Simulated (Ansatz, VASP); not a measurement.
One calculation of Li, two programs

```
Li
1.0
     5.37072    0.00000    0.00000
    -2.68536    4.65118    0.00000
     0.00000    0.00000    7.73028
Li
8
Direct
  0.08915 0.78870 0.75000
  0.21130 0.30045 0.75000
  0.69955 0.91085 0.75000
  0.69955 0.78870 0.25000
  0.21130 0.91085 0.25000
  0.08915 0.30045 0.25000
  0.33333 0.66667 0.50000
  0.33333 0.66667 0.00000
```

Alike in both runs: task single point; functional PBE; k mesh 6 × 6 × 2; occupations gaussian, width 0.1 eV; no spin polarisation.

|  | VASP | Ansatz |
| --- | --- | --- |
| version | VASP 6.6.1 | Ansatz 0.2.0 |
| potentials or method | VASP PAW PBE potentials, release 64 (Li_sv), cutoff 520 eV | scalar-relativistic, plane waves, PAW |
| valence electrons in the cell | 24 | 24 |

```csv
,VASP,Ansatz,Ansatz less VASP
gap on the k mesh at the Fermi level (eV),none,none,-
rms of the force components (eV/Å),0.319,0.318,-0.0011
```

Atom by atom the forces differ by 0.002 eV/Å (rms over components). A gap of «none» marks a metal or a gap that the smearing closes. With one functional, cell and mesh, what is left measures potentials, basis and numerics.

The k mesh is coarse, so the values compare programs but aren't converged. Noted on VASP's run: the cutoff is under 1.25 times that of the potentials, so the pressure is a little rough.
